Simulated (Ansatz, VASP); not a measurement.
## One calculation of Na, two programs

```xyz
2
Lattice="3.7919 0.0000 0.0000 -1.8960 3.2839 0.0000 0.0000 0.0000 6.1948" Properties=species:S:1:pos:R:3 pbc="T T T"
Na    1.8960    1.0946    4.6461
Na    0.0000    2.1893    1.5487
```

Alike in both runs: task single point; functional r2SCAN; k mesh 8 × 8 × 5; occupations fermi-dirac, width 0.05 eV; no spin polarisation.

```csv
,VASP,Ansatz
version,VASP 6.6.1,Ansatz 0.2.0
potentials or method,"VASP PAW PBE potentials, release 64 (Na_pv)",Ansatz PAW
plane-wave cutoff (eV),520,500
valence electrons in the cell,14,18
```

|  | VASP | Ansatz | Ansatz less VASP |
| --- | --- | --- | --- |
| gap on the k mesh at the Fermi level (eV) | none | none | - |
| pressure (GPa) | -0.1 | -0.2 | -0.08 |
| traceless stress, the component that is largest in VASP (GPa) | -0.13 | -0.16 | -0.032 |

VASP's potentials were made for PBE, not for r2SCAN. A gap of «none» marks a metal or a gap that the smearing closes. VASP's potentials hold 14 valence electrons a cell and Ansatz's 18, so a difference there can come from the potentials and not from the codes.
